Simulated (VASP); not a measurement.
# TaC3 (Fm-3m) in VASP: single point with PBE

Aim: the single point of TaC3 with PBE.

Everything below comes from runs of VASP 6.6.1. Logs are shortened: lines on timing, memory, paths and dates and some standing lists are left out, and cuts for length are marked.

### 1 The cell of the first run

The structure is cubic, space group Fm-3m (No. 225). The conventional cell has a = 5.323 Å, b = 5.323 Å, c = 5.323 Å, α = 90.00°, β = 90.00°, γ = 90.00°. Ta (site symmetry m-3m) has 14 C at 2.31 to 2.66 Å within 3.0 Å. Within 3.0 Å of C (site symmetry -43m) lie 4 Ta at 2.31 Å and 10 C at 2.31 to 2.66 Å. C (site symmetry m-3m) has 8 C at 2.31 Å and 6 Ta at 2.66 Å within 3.0 Å.

### 2 Single point, PBE

POSCAR reads:

```
TaC3
1.0
    0.0000000000      2.6615915503      2.6615915503
    2.6615915503      0.0000000000      2.6615915503
    2.6615915503      2.6615915503      0.0000000000
Ta C
1 3
Direct
    0.0000000000      0.0000000000      0.0000000000
    0.2500000000      0.2500000000      0.2500000000
    0.7500000000      0.7500000000      0.7500000000
    0.5000000000      0.5000000000      0.5000000000
```

INCAR.step1 reads:

```
SYSTEM = TaC3
PREC = Accurate ; ENCUT = 520
EDIFF = 1E-7 ; ISMEAR = 0
SIGMA = 0.1 ; LREAL = .False.
LASPH = .True. ; NELM = 60
ALGO = Normal ; ISIF = 2
LWAVE = .False. ; LCHARG = .True.
LMAXMIX = 4 ; GGA = PE
NBANDS = 20
```

KPOINTS.step1 reads:

```
regular mesh
0
Gamma
  16 16 16
  0 0 0
```

INCAR.step2 reads:

```
SYSTEM = TaC3
PREC = Accurate ; ENCUT = 520
EDIFF = 1E-7 ; ISMEAR = -5
SIGMA = 0.1 ; LREAL = .False.
LASPH = .True. ; NELM = 60
ALGO = Normal ; ISIF = 2
LWAVE = .False. ; LCHARG = .False.
LMAXMIX = 4 ; GGA = PE
LORBIT = 11 ; NEDOS = 1001
ICHARG = 11
```

KPOINTS.step2 reads:

```
regular mesh
0
Gamma
  24 24 24
  0 0 0
```

Potentials or basis: VASP PAW PBE potentials, release 64 (Ta_pv, C).

On the command line:

```console
cat potpaw_PBE.64/Ta_pv/POTCAR potpaw_PBE.64/C/POTCAR > POTCAR
cp INCAR.step1 INCAR
cp KPOINTS.step1 KPOINTS
mpirun -np 1 vasp_std > vasp.out
cp INCAR.step2 INCAR
cp KPOINTS.step2 KPOINTS
mpirun -np 1 vasp_std > vasp.out
```

OUTCAR:

```text
SYSTEM = TaC3
   PREC = Accurate
   ENCUT = 520
   EDIFF = 1E-7
   ISMEAR = -5
   LREAL = .False.
   LASPH = .True.
   NELM = 60
   ISIF = 2
   GGA = PE
   LORBIT = 11
   ICHARG = 11

 ion  position               nearest neighbor table
   1  0.000  0.000  0.000-   3 2.31   3 2.31   3 2.31   2 2.31   3 2.31   2 2.31   2 2.31   2 2.31
                             4 2.66   4 2.66   4 2.66   4 2.66   4 2.66   4 2.66
   2  0.250  0.250  0.250-   1 2.31   1 2.31   1 2.31   1 2.31
   3  0.750  0.750  0.750-   1 2.31   1 2.31   1 2.31   1 2.31
   4  0.500  0.500  0.500-   1 2.66   1 2.66   1 2.66   1 2.66   1 2.66   1 2.66

  LATTYP: Found a face centered cubic cell.
 ALAT       =     5.3231831006

  Lattice vectors:

 A1 = (   0.0000000000,   2.6615915503,   2.6615915503)
 A2 = (   2.6615915503,   0.0000000000,   2.6615915503)
 A3 = (   2.6615915503,   2.6615915503,   0.0000000000)

Analysis of symmetry for initial positions (statically):
=====================================================================
 Subroutine PRICEL returns:
 Original cell was already a primitive cell.

 Routine SETGRP: Setting up the symmetry group for a
 face centered cubic supercell.

 Subroutine GETGRP returns: Found 48 space group operations
 (whereof 48 operations were pure point group operations)
 out of a pool of 48 trial point group operations.

The static configuration has the point symmetry O_h .

Analysis of symmetry for dynamics (positions and initial velocities):
=====================================================================
 Subroutine PRICEL returns:
 Original cell was already a primitive cell.

 Routine SETGRP: Setting up the symmetry group for a
 face centered cubic supercell.

 Subroutine GETGRP returns: Found 48 space group operations
 (whereof 48 operations were pure point group operations)
 out of a pool of 48 trial point group operations.

The dynamic configuration has the point symmetry O_h .

 Subroutine INISYM returns: Found 48 space group operations
 (whereof 48 operations are pure point group operations),
 and found     1 'primitive' translations

----------------------------------------------------------------------------------------

                                     Primitive cell

  volume of cell :      37.7098

  direct lattice vectors                    reciprocal lattice vectors
     0.000000000  2.661591550  2.661591550    -0.187857525  0.187857525  0.187857525
     2.661591550  0.000000000  2.661591550     0.187857525 -0.187857525  0.187857525
     2.661591550  2.661591550  0.000000000     0.187857525  0.187857525 -0.187857525

  length of vectors
     3.764058868  3.764058868  3.764058868     0.325378777  0.325378777  0.325378777

  position of ions in fractional coordinates (direct lattice)
[... 111 lines left out ...]
   LHFCALC =     F    Hartree Fock is set to
   AEXX    =    0.0000 exact exchange contribution
   IVDW    =     0    specifies the selected vdW correction
   LEPSILON=     F    determine dielectric tensor
   LRPA    =     F    only Hartree local field effects (RPA)
 non-spin polarized calculation
 Fermi weights with tetrahedron method with Bloechl corrections
  energy-cutoff  :      520.00
  volume of cell :       37.71
 maximum number of plane-waves:      1036

 number of electron      23.0000000 magnetization

 Free energy of the ion-electron system (eV)
  ---------------------------------------------------
  ext. energy  EPLUGINS =         0.00000000
  ---------------------------------------------------
  free energy    TOTEN  =       -29.82862583 eV

  energy without entropy =      -29.82862583  energy(sigma->0) =      -29.82862583

 E-fermi :   7.4458     XC(G=0): -12.8645

 val. band max:        7.5843556295   @ k =   0.2917   0.2917   0.0000
 cond. band min:       7.3930642476   @ k =  -0.1250   0.1667   0.0417
 fundamental gap:     -0.1912913819
 Fermi energy:         7.4457761077

 k-point     1 :       0.0000    0.0000    0.0000
  band No.  band energies     occupation
      1     -27.6303      2.00000
      2     -27.6303      2.00000
      3     -27.6303      2.00000
      4      -8.6119      2.00000
      5       0.3463      2.00000
      6       1.6616      2.00000
      7       1.6616      2.00000
      8       1.6616      2.00000
      9       2.5282      2.00000
     10       4.8296      2.00000
     11       4.8296      2.00000
     12       4.8296      2.00000
     13       7.4369      0.06187
     14       7.4369      0.00735
[... 401 lines left out ...]
      2     -27.6504      2.00000
      3     -27.6503      2.00000
      4      -5.7941      2.00000
      5      -4.5515      2.00000
      6       0.0831      2.00000
      7       1.2634      2.00000
      8       1.6228      2.00000
      9       4.2983      2.00000
     10       5.4638      2.00000
     11       5.9924      2.00000
     12       6.8617      2.00000
     13       7.4068      1.02678
     14       8.5838      0.00000
     15      10.8632      0.00000

 [... further k-points ...]

------------------------ aborting loop because EDIFF is reached ----------------------------------------

  FORCE on cell =-STRESS in cart. coord.  units (eV):
  Direction    XX          YY          ZZ          XY          YZ          ZX
  --------------------------------------------------------------------------------------
  -------------------------------------------------------------------------------------
  Total        0.0877798      0.0877798      0.0877798      0.0000000      0.0000000      0.0000000
  in kB        3.7295008      3.7295008      3.7295008      0.0000000      0.0000000      0.0000000
  external PRESSURE =       3.7295008 kB  Pullay stress =       0.0000000 kB

 VOLUME and BASIS-vectors are now :
 -----------------------------------------------------------------------------
  energy-cutoff  :      520.00
  volume of cell :       37.71
      direct lattice vectors                 reciprocal lattice vectors
     0.000000000  2.661591550  2.661591550    -0.187857525  0.187857525  0.187857525
     2.661591550  0.000000000  2.661591550     0.187857525 -0.187857525  0.187857525
     2.661591550  2.661591550  0.000000000     0.187857525  0.187857525 -0.187857525

 POSITION                                       TOTAL-FORCE (eV/Angst)
 -----------------------------------------------------------------------------------
      0.00000      0.00000      0.00000        -0.000000     -0.000000     -0.000000
      1.33080      1.33080      1.33080        -0.000000     -0.000000      0.000000
      3.99239      3.99239      3.99239         0.000000      0.000000     -0.000000
      2.66159      2.66159      2.66159        -0.000000     -0.000000     -0.000000
 -----------------------------------------------------------------------------------
    total drift:                               -0.000000     -0.000000      0.000000

  FREE ENERGIE OF THE ION-ELECTRON SYSTEM (eV)
  ---------------------------------------------------
  free  energy   TOTEN  =       -29.8286258301 eV

  energy  without entropy=      -29.8286258301  energy(sigma->0) =      -29.82862583

 total charge

# of ion       s       p       d       tot
------------------------------------------
    1        0.326   6.185   2.301   8.812
    2        0.957   1.310   0.000   2.267
    3        0.957   1.310   0.000   2.267
    4        1.072   1.029   0.000   2.101
--------------------------------------------------
tot          3.312   9.834   2.301  15.447
```

OUTCAR.step1:

```text
SYSTEM = TaC3
   PREC = Accurate
   ENCUT = 520
   EDIFF = 1E-7
   ISMEAR = 0
   LREAL = .False.
   LASPH = .True.
   NELM = 60
[... 780 lines left out ...]
      1.33080      1.33080      1.33080         0.000000     -0.000000     -0.000000
      3.99239      3.99239      3.99239        -0.000000      0.000000      0.000000
      2.66159      2.66159      2.66159         0.000000      0.000000     -0.000000
 -----------------------------------------------------------------------------------
    total drift:                               -0.000000     -0.000000      0.000000

  FREE ENERGIE OF THE ION-ELECTRON SYSTEM (eV)
  ---------------------------------------------------
  free  energy   TOTEN  =       -29.8328015206 eV

  energy  without entropy=      -29.8227429157  energy(sigma->0) =      -29.82777222
```

OSZICAR.step1:

```text
N       E                     dE             d eps       ncg     rms          rms(c)
DAV:   1     0.125384208232E+03    0.12538E+03   -0.11714E+04  5800   0.111E+03
DAV:   2    -0.274495485696E+02   -0.15283E+03   -0.14795E+03  7324   0.291E+02
DAV:   3    -0.332627310363E+02   -0.58132E+01   -0.57198E+01  7044   0.493E+01
DAV:   4    -0.333171724626E+02   -0.54441E-01   -0.54364E-01  6336   0.514E+00
DAV:   5    -0.333176483257E+02   -0.47586E-03   -0.47578E-03  6956   0.452E-01    0.223E+01
DAV:   6    -0.301430742770E+02    0.31746E+01   -0.15678E+01  6036   0.221E+01    0.808E+00
DAV:   7    -0.298653478007E+02    0.27773E+00   -0.22423E+00  6320   0.673E+00    0.603E+00
DAV:   8    -0.298363236483E+02    0.29024E-01   -0.15917E-01  6312   0.209E+00    0.306E+00
DAV:   9    -0.298330254778E+02    0.32982E-02   -0.18523E-02  6040   0.896E-01    0.208E-01
DAV:  10    -0.298328259856E+02    0.19949E-03   -0.63441E-04  6780   0.160E-01    0.105E-01
DAV:  11    -0.298328031955E+02    0.22790E-04   -0.27374E-04  5920   0.111E-01    0.127E-02
DAV:  12    -0.298328023410E+02    0.85456E-06   -0.48483E-06  7076   0.160E-02    0.734E-03
DAV:  13    -0.298328015135E+02    0.82746E-06   -0.96432E-07  5948   0.787E-03    0.152E-03
DAV:  14    -0.298328015206E+02   -0.71202E-08   -0.13516E-07  3176   0.220E-03
   1 F= -.29832802E+02 E0= -.29827772E+02  d E =-.100586E-01
```

Wall time 1.7 min (1 thread of Intel Xeon 6975P-C (Granite Rapids), shared host); peak memory 0.34 GiB.

What came out:

- Valence electrons inside the program's atomic spheres: Ta 8.81; C 2.27, 2.10 (each value once)

Caveat: spin-orbit coupling is left out, which moves the levels of the heavy elements; tetrahedron occupations give inexact forces and stress in metals.
